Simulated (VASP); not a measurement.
# CoSi2 (I4/mmm) in VASP: single point with PBE

Aim: the single point of CoSi2 with PBE.

Everything below comes from runs of VASP 6.6.1. Logs are shortened: lines on timing, memory, paths and dates and some standing lists are left out, and cuts for length are marked.

**1. The cell of the first run**

The structure is tetragonal, space group I4/mmm (No. 139). Conventional cell: a = 3.794 Å, b = 3.794 Å, c = 5.526 Å, α = 90.00°, β = 90.00°, γ = 90.00°. Within 3.1 Å of Co (site symmetry 4/mmm) lie 8 Si at 2.35 Å. Si (site symmetry -4m2) has 4 Co at 2.35 Å and 6 Si at 2.68 to 2.76 Å within 3.1 Å.

**2. Single point, PBE, collinear spin, ferromagnetic start (z stretched by +3 %, then relaxed in part)**

The input, INCAR:

```
PREC = Accurate ; ENCUT = 520
EDIFF = 1E-7 ; ISMEAR = -1
SIGMA = 0.05 ; LREAL = False
LASPH = True ; NELM = 150
ALGO = Normal ; ISIF = 2
LWAVE = False ; LCHARG = True
ISPIN = 2 ; MAGMOM = 2 0 0
LORBIT = 11 ; LMAXMIX = 4
GGA = PE ; LELF = True
LVHAR = True ; NBANDS = 20
```

The input, KPOINTS:

```
regular mesh
0
Gamma
  15 15 15
```

The input, POSCAR:

```
CoSi2
1.0
    0.0000000000      2.6825000000      2.7629750000
    2.6825000000      0.0000000000      2.7629750000
    2.6825000000      2.6825000000      0.0000000000
Co Si
1 2
Direct
    0.0000000000      0.0000000000      0.0000000000
    0.2500000000      0.2500000000      0.2500000000
    0.7500000000      0.7500000000      0.7500000000
```

Potentials or basis: VASP PAW PBE potentials, release 64 (Co, Si).

Command:

```bash
$ cat potpaw_PBE.64/Co/POTCAR potpaw_PBE.64/Si/POTCAR > POTCAR
$ mpirun -np 1 vasp_std > vasp.out
```

OUTCAR:

```text
PREC = Accurate
   ENCUT = 520
   EDIFF = 1E-7
   ISMEAR = -1
   LREAL = False
   LASPH = True
   NELM = 150
   ISIF = 2
   ISPIN = 2
   LORBIT = 11
   GGA = PE

 ion  position               nearest neighbor table
   1  0.000  0.000  0.000-   3 2.35   3 2.35   3 2.35   2 2.35   3 2.35   2 2.35   2 2.35   2 2.35

   2  0.250  0.250  0.250-   1 2.35   1 2.35   1 2.35   1 2.35   3 2.68   3 2.68   3 2.68   3 2.68
                             3 2.76   3 2.76
   3  0.750  0.750  0.750-   1 2.35   1 2.35   1 2.35   1 2.35   2 2.68   2 2.68   2 2.68   2 2.68
                             2 2.76   2 2.76

  LATTYP: Found a body centered tetragonal cell.
 ALAT       =     3.7936278811
 C/A-ratio  =     1.4566399692

  Lattice vectors:

 A1 = (  -2.6825000000,   0.0000000000,   2.7629750000)
 A2 = (   2.6825000000,   0.0000000000,   2.7629750000)
 A3 = (   0.0000000000,   2.6825000000,  -2.7629750000)

Analysis of symmetry for initial positions (statically):
=====================================================================
 Subroutine PRICEL returns:
 Original cell was already a primitive cell.

 Routine SETGRP: Setting up the symmetry group for a
 body centered tetragonal supercell.

 Subroutine GETGRP returns: Found 16 space group operations
 (whereof 16 operations were pure point group operations)
 out of a pool of 16 trial point group operations.

The static configuration has the point symmetry D_4h.

Analysis of symmetry for dynamics (positions and initial velocities):
=====================================================================
 Subroutine PRICEL returns:
 Original cell was already a primitive cell.

 Routine SETGRP: Setting up the symmetry group for a
 body centered tetragonal supercell.

 Subroutine GETGRP returns: Found 16 space group operations
 (whereof 16 operations were pure point group operations)
 out of a pool of 16 trial point group operations.

The dynamic configuration has the point symmetry D_4h.

Analysis of structural, dynamic, and magnetic symmetry:
=====================================================================
 Subroutine PRICEL returns:
 Original cell was already a primitive cell.

 Routine SETGRP: Setting up the symmetry group for a
 body centered tetragonal supercell.

 Subroutine GETGRP returns: Found 16 space group operations
 (whereof 16 operations were pure point group operations)
 out of a pool of 16 trial point group operations.

The overall configuration has the point symmetry D_4h.

 Subroutine INISYM returns: Found 16 space group operations
 (whereof 16 operations are pure point group operations),
[... 124 lines left out ...]
   LHFCALC =     F    Hartree Fock is set to
   AEXX    =    0.0000 exact exchange contribution
   IVDW    =     0    specifies the selected vdW correction
   LEPSILON=     F    determine dielectric tensor
   LRPA    =     F    only Hartree local field effects (RPA)
 spin polarized calculation
  energy-cutoff  :      520.00
  volume of cell :       39.76
 maximum number of plane-waves:      1087
 NGX is ok and might be reduce to    30
   NGX = 15   NGY = 15   NGZ = 15

 number of electron      16.9999997 magnetization       0.0001211

 number of electron      16.9999997 magnetization      -0.0000254

 Free energy of the ion-electron system (eV)
  ---------------------------------------------------
  ext. energy  EPLUGINS =         0.00000000
  ---------------------------------------------------
  free energy    TOTEN  =       -19.27041069 eV

  energy without entropy =      -19.26123651  energy(sigma->0) =      -19.26582360

 E-fermi :   9.6142     XC(G=0): -11.5882

 val. band max:        9.6114337187   @ k =   0.2000   0.0667   0.0000
 cond. band min:       9.6237692237   @ k =   0.2000   0.0000   0.0667
 fundamental gap:      0.0123355050
 Fermi energy:         9.6141913486

 spin component 1

 k-point     1 :       0.0000    0.0000    0.0000
  band No.  band energies     occupation
      1      -3.2304      1.00000
      2       5.6633      1.00000
      3       5.6633      1.00000
      4       5.8044      1.00000
      5       7.7699      1.00000
      6       7.9007      1.00000
[... 541 lines left out ...]
     19      22.1952      0.00000
     20      25.5798      0.00000

 [... further k-points ...]

 spin component 2

 k-point     1 :       0.0000    0.0000    0.0000
  band No.  band energies     occupation
      1      -3.2304      1.00000
      2       5.6633      1.00000
      3       5.6633      1.00000
      4       5.8044      1.00000
      5       7.7699      1.00000
      6       7.9007      1.00000
[... 541 lines left out ...]
     19      22.1952      0.00000
     20      25.5798      0.00000

 [... further k-points ...]

------------------------ aborting loop because EDIFF is reached ----------------------------------------

  FORCE on cell =-STRESS in cart. coord.  units (eV):
  Direction    XX          YY          ZZ          XY          YZ          ZX
  --------------------------------------------------------------------------------------
  -------------------------------------------------------------------------------------
  Total       -1.1780599     -1.1780599     -1.7249932      0.0000000      0.0000000     -0.0000000
  in kB      -47.4669730    -47.4669730    -69.5042796      0.0000000      0.0000000     -0.0000000
  external PRESSURE =     -54.8127418 kB  Pullay stress =       0.0000000 kB

 VOLUME and BASIS-vectors are now :
 -----------------------------------------------------------------------------
  energy-cutoff  :      520.00
  volume of cell :       39.76
      direct lattice vectors                 reciprocal lattice vectors
     0.000000000  2.682500000  2.762975000    -0.186393290  0.186393290  0.180964359
     2.682500000  0.000000000  2.762975000     0.186393290 -0.186393290  0.180964359
     2.682500000  2.682500000  0.000000000     0.186393290  0.186393290 -0.180964359

 POSITION                                       TOTAL-FORCE (eV/Angst)
 -----------------------------------------------------------------------------------
      0.00000      0.00000      0.00000        -0.000000      0.000000      0.000000
      1.34125      1.34125      1.38149         0.000000     -0.000000      0.000000
      4.02375      4.02375      4.14446         0.000000     -0.000000     -0.000000
 -----------------------------------------------------------------------------------
    total drift:                                0.000000     -0.000000     -0.000000

  FREE ENERGIE OF THE ION-ELECTRON SYSTEM (eV)
  ---------------------------------------------------
  free  energy   TOTEN  =       -19.2704106887 eV

  energy  without entropy=      -19.2612365104  energy(sigma->0) =      -19.26582360

 total charge

# of ion       s       p       d       tot
------------------------------------------
    1        0.522   0.679   7.559   8.760
    2        0.718   0.851   0.000   1.570
    3        0.718   0.851   0.000   1.570
--------------------------------------------------
tot          1.959   2.382   7.559  11.900

 magnetization (x)

# of ion       s       p       d       tot
------------------------------------------
    1       -0.000  -0.000  -0.000  -0.000
    2        0.000   0.000   0.000   0.000
    3        0.000   0.000   0.000   0.000
--------------------------------------------------
tot          0.000   0.000  -0.000  -0.000
```

It took 6.9 min on 1 thread of Intel Xeon Platinum 8488C (Sapphire Rapids), shared host; peak memory 0.44 GiB.

What came out:

| Property | Result |
| --- | --- |
| Free energy | -19.2704 eV |
| Pressure | -5.5 GPa |
| Net moment | 0.00 μB per cell |
| Valence electrons inside the program's atomic spheres | Co 8.76; Si 1.57 |

Levels at points of the mesh, in eV from the Fermi level:
Spin up:
```
           k point  band 7  band 8  band 9  band 10  band 11  band 12
(0.00, 0.00, 0.00)    0.45    3.16    3.16     3.21     3.54     3.57
```
Spin down:
| k point | band 5 | band 6 | band 7 | band 8 | band 9 | band 10 | band 11 | band 12 | band 13 | band 14 |
| --- | --- | --- | --- | --- | --- | --- | --- | --- | --- | --- |
| (0.00, 0.00, 0.00) | -1.84 | -1.71 | 0.45 | 3.16 | 3.16 | 3.21 | 3.54 | 3.57 | 3.57 | 4.93 |

Caveat: the cell differs from its parent crystal (z stretched by +3 %, then relaxed in part); the cell stands under tension; the moments typed at the start vanished in this run.
